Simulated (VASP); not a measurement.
CuH3, 4 atoms in the cell. The structure is cubic, space group Pm-3m (No. 221). Conventional cell: a = 3.222 Å, b = 3.222 Å, c = 3.222 Å, α = 90.00°, β = 90.00°, γ = 90.00°. Cu (site symmetry m-3m) has 6 H at 1.61 Å within 2.1 Å. H (site symmetry 4/mmm) has 2 Cu at 1.61 Å within 2.1 Å. 

```yaml
Program: VASP 6.6.1
Task: single point
Functional: PBE
Potentials_or_basis: VASP PAW PBE potentials, release 64 (Cu, H)
Cutoff: 600 eV
k_mesh: 6 × 6 × 6
Occupations: gaussian, width 0.1 eV
Spin: no spin polarisation
Dipole_correction: no
Further_INCAR_settings: ALGO = Normal; EDIFF = 1e-06; NBANDS = 15
```

Potentials or basis: VASP PAW PBE potentials, release 64 (Cu, H).

Command:

```sh
$ cat potpaw_PBE.64/Cu/POTCAR potpaw_PBE.64/H/POTCAR > POTCAR
$ mpirun -np 1 vasp_std > vasp.out
```

Hardware: 1 thread of Intel Xeon 8259CL, with other jobs on the host.

Q: How long does it take, and how much memory?

A: Wall time 17 s on 1 thread of Intel Xeon 8259CL, with other jobs on the host, peak memory 0.15 GiB. Counts: scf iterations 14, k points 20.
